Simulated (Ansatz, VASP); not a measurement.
Two plane-wave programs on W3O

The input INCAR:

```
PREC = Accurate
ENCUT = 520
EDIFF = 1E-6
ISMEAR = 0
SIGMA = 0.15
LREAL = False
LASPH = True
NELM = 100
ALGO = Normal
ISIF = 2
LWAVE = False
LCHARG = False
GGA = PS
NBANDS = 58
```

KPOINTS

```
regular mesh
0
Gamma
  8 8 8
```

File POSCAR:

```
W3O
1.0
    4.8313496660      0.0000000000      0.0000000000
    0.0000000000      4.8313496660      0.0000000000
    0.0000000000      0.0000000000      4.8313496660
W O
6 2
Direct
    0.5009642252      0.7500000000      0.0000000000
   -0.0009642252      0.5009642252      0.7500000000
    0.2500000000     -0.0009642252      0.5000000000
    0.5009642252      0.2500000000      0.0000000000
   -0.0009642252      0.5009642252      0.2500000000
    0.7500000000     -0.0009642252      0.5000000000
    0.5380530857      0.5380530857      0.5000000000
   -0.0380530857     -0.0380530857      0.0000000000
```

Input for Ansatz:

```yaml
crystal:
  lattice:
    - [4.831349666, 0.0, 0.0]
    - [0.0, 4.831349666, 0.0]
    - [0.0, 0.0, 4.831349666]
  atoms:
    - { symbol: W, position: [0.5009642252, 0.75, 0.0] }
    - { symbol: W, position: [-0.0009642252, 0.5009642252, 0.75] }
    - { symbol: W, position: [0.25, -0.0009642252, 0.5] }
    - { symbol: W, position: [0.5009642252, 0.25, 0.0] }
    - { symbol: W, position: [-0.0009642252, 0.5009642252, 0.25] }
    - { symbol: W, position: [0.75, -0.0009642252, 0.5] }
    - { symbol: O, position: [0.5380530857, 0.5380530857, 0.5] }
    - { symbol: O, position: [-0.0380530857, -0.0380530857, 0.0] }
basis:
  ecutwfc: 420
kpoints:
  mp_grid: { grid: [8, 8, 8] }
hamiltonian:
  xc: pbesol
scf:
  occupations: { method: gaussian, width: 0.15 }
output:
  forces: true
  stress: true
  eigenvalues: true
```

Change from the starting cell: mode 1 (-297.1 1/cm) frozen in, largest displacement -0.260 Å.

Alike in both runs: task single point; functional PBEsol; k mesh 8 × 8 × 8; occupations gaussian, width 0.15 eV; no spin polarisation.

|  | VASP | Ansatz |
| --- | --- | --- |
| version | VASP 6.6.1 | Ansatz 0.2.0 |
| potentials or method | VASP PAW PBE potentials, release 64 (W_sv, O), cutoff 520 eV | scalar-relativistic, plane waves, PAW |
| valence electrons in the cell | 96 | 96 |

|  | VASP | Ansatz | Ansatz less VASP |
| --- | --- | --- | --- |
| gap on the k mesh at the Fermi level (eV) | none | none | - |
| pressure (GPa) | 1.5 | 0.4 | -1.10 |
| traceless stress, the component that is largest in VASP (GPa) | 1.00 | 1.04 | +0.034 |
| rms of the force components (eV/Å) | 0.367 | 0.381 | +0.0144 |

VASP's potentials were made for PBE, not for PBEsol. Atom by atom the forces differ by 0.016 eV/Å (rms over components). A gap of «none» marks a metal or a gap that the smearing closes. The functional is the same, so the differences come from potentials, cutoffs and numerics.

Spin-orbit coupling is off throughout.
